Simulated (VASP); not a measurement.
A run of VASP 6.6.1 is set up as follows.

The input INCAR:

```
ALGO = Normal
EDIFF = 1E-6
ENCUT = 600
GGA = PS
GGA_COMPAT = False
ISIF = 2
ISMEAR = -1
LASPH = True
LCHARG = False
LREAL = False
LWAVE = False
NBANDS = 11
NELM = 120
PREC = Accurate
SIGMA = 0.05
```

KPOINTS

```
k-points
0
Gamma
  11 11 11
```

The input POSCAR:

```
C
1.0
    0.0000000000      1.7833700000      1.7120352000
    1.7833700000      0.0000000000      1.7120352000
    1.7833700000      1.7833700000      0.0000000000
C
2
Direct
    0.7500000000      0.7500000000      0.7500000000
    0.5000000000      0.5000000000      0.5000000000
```

Potentials or basis: VASP PAW PBE potentials, release 64 (C).

Launch:

```console
$ cat potpaw_PBE.64/C/POTCAR > POTCAR
$ mpirun -np 1 vasp_std > vasp.out
```

Q: Estimate the pressure.

A: 14.8 GPa.

Q: What does it give for the band gap on the k mesh?

A: 3.04 eV, indirect (least direct gap 4.93 eV).

Stress tensor (GPa, compression positive):
```
 2.29  0.00  0.00
 0.00  2.29  0.00
 0.00  0.00 39.77
```

Caveat: the PAW data sets were made with another functional, which shifts forces and pressure a little. A k mesh can miss the band edges.
